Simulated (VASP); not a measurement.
Here is a VASP 6.6.1 calculation.

File INCAR:

```
SYSTEM = Ti12H
PREC = Accurate ; ENCUT = 520
EDIFF = 1E-6 ; ISMEAR = -1
SIGMA = 0.15 ; LREAL = .FALSE.
LASPH = .TRUE. ; NELM = 60
ALGO = Normal ; ISIF = 2
LWAVE = .FALSE. ; LCHARG = .FALSE.
GGA = PE ; IBRION = 2
NSW = 45 ; EDIFFG = -0.08
KPAR = 2
```

File KPOINTS:

```
Automatic mesh
0
G
  2 2 2
  0 0 0
```

POSCAR

```
Ti12H
1.0
    5.9000000000      0.0000000000      0.0000000000
   -4.4250000000      7.6643250000      0.0000000000
    0.0000000000      0.0000000000      4.6846000000
Ti H
12 1
Direct
    0.0000000000      0.0000000000      0.0000000000
    0.1666667000      0.2222222000      0.5000000000
    0.0000000000      0.3333333000      0.0000000000
    0.1666667000      0.5555556000      0.5000000000
    0.0000000000      0.6666667000      0.0000000000
    0.1666667000      0.8888889000      0.5000000000
    0.5000000000      0.0000000000      0.0000000000
    0.6666667000      0.2222222000      0.5000000000
    0.5000000000      0.3333333000      0.0000000000
    0.6666667000      0.5555556000      0.5000000000
    0.5000000000      0.6666667000      0.0000000000
    0.6666667000      0.8888889000      0.5000000000
    0.5106641000      0.0015136000      0.6218370000
```

Potentials or basis: VASP PAW PBE potentials, release 64 (Ti_sv, H).

The run is started by

```sh
$ cat potpaw_PBE.64/Ti_sv/POTCAR potpaw_PBE.64/H/POTCAR > POTCAR
$ mpirun -np 2 vasp_std > vasp.out
```

(1) What does it give for the energy gained by relaxing?

(2) Predict the band gap on the k mesh.

Answers

(1) 11.1 meV/atom.

(2) zero (an odd number of electrons rules out a gap without spin polarisation).

Caveat: the k points lie up to 0.67 Å⁻¹ apart, too coarse for converged energies and pressures of a metal.
